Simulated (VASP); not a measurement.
P, 1 atom in the cell. Symmetry: P4/mmm, No. 123, tetragonal system. Conventional cell: a = 4.273 Å, b = 4.273 Å, c = 4.378 Å, α = 90.00°, β = 90.00°, γ = 90.00°. Within 5.6 Å of P (site symmetry 4/mmm) lie 6 P at 4.27 to 4.38 Å. 

```yaml
Program: VASP 6.6.1
Task: single point
Functional: r2SCAN
Potentials_or_basis: VASP PAW PBE potentials, release 64 (P)
Cutoff: 520 eV
k_mesh: 12 × 12 × 12
Occupations: gaussian, width 0.15 eV
Spin: no spin polarisation
Dipole_correction: no
Further_INCAR_settings: ALGO = Normal; EDIFF = 1e-06; NBANDS = 8
```

Potentials or basis: VASP PAW PBE potentials, release 64 (P).

The run is started by

```bash
$ cat potpaw_PBE.64/P/POTCAR > POTCAR
$ cp INCAR.step1 INCAR
$ mpirun -np 1 vasp_std > vasp.out
$ cp INCAR.step2 INCAR
$ mpirun -np 1 vasp_std > vasp.out
```

Hardware: 1 thread of Intel(R) Xeon(R) 6975P-C (Granite Rapids), with other jobs on the host.

**Question.** How long does it take, and how much memory?

**Answer.** Wall time 99 s on 1 thread of Intel(R) Xeon(R) 6975P-C (Granite Rapids), on a shared host, peak memory 0.26 GiB. Counts: k points 196.
